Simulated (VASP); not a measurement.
# As: single point with PBE

The system is As.

```
As
1.0
     2.70368    0.00000    0.00000
     0.00000    2.70368    0.00000
     0.00000    0.00000    2.70368
As
1
Direct
  0.50000 0.50000 0.50000
```

```yaml
Program: VASP 6.6.1
Task: single point
Functional: PBE
Potentials_or_basis: VASP PAW PBE potentials, release 64 (As)
Cutoff: 520 eV
k_mesh: 10 × 10 × 10
Occupations: gaussian, width 0.03 eV
Spin: no spin polarisation
```

```yaml
Pressure: 2.4 GPa
```

Levels at points of the mesh, in eV from the Fermi level:
| k point | band 1 | band 2 | band 3 | band 4 | band 5 | band 6 | band 7 |
| --- | --- | --- | --- | --- | --- | --- | --- |
| (0.00, 0.00, 0.00) | -14.96 | 4.18 | 4.18 | 4.18 | 8.52 | 8.52 | 10.58 |
| (0.50, 0.00, 0.00) | -11.82 | -6.91 | 6.47 | 6.47 | 11.19 | 14.15 | 14.77 |
| (0.50, 0.50, 0.00) | -8.53 | -4.24 | -4.24 | 2.53 | 8.64 | 16.48 | 17.47 |
| (0.50, 0.50, 0.50) | -4.90 | -1.80 | -1.80 | -1.80 | 5.96 | 5.96 | 5.96 |

Wall time 7 s on 1 thread of Intel Xeon 8259CL, with other jobs on the host, peak memory 0.12 GiB.
